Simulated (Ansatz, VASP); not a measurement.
K: VASP beside Ansatz

```
K
1.0
    -2.71542    2.71542    2.71542
     2.71542   -2.71542    2.71542
     2.71542    2.71542   -2.71542
K
1
Direct
  0.00000 0.00000 0.00000
```

Alike in both runs: task single point; functional PBE; dispersion D4; k mesh 7 × 7 × 7; collinear spin.

|  | VASP | Ansatz |
| --- | --- | --- |
| version | VASP 6.6.1 | Ansatz 0.2.0 |
| potentials or method | VASP PAW PBE potentials, release 64 (K_sv) | Ansatz PAW polarizable |
| plane-wave cutoff (eV) | 500 | 420 |
| occupations | methfessel-paxton of order 1, width 0.05 eV | cold, width 0.05 eV |
| valence electrons in the cell | 9 | 9 |

VASP gave:

| Quantity | Value |
| --- | --- |
| gap on the k mesh at the Fermi level (eV) | none |
| pressure (GPa) | -0.4 |
| net moment per atom (μB) | 0.04 |

Task: What did Ansatz give for the same quantities?

Result: gap on the k mesh at the Fermi level (eV): none; pressure (GPa): -0.4; net moment per atom (μB): 0.05.

A gap of «none» marks a metal or a gap that the smearing closes.
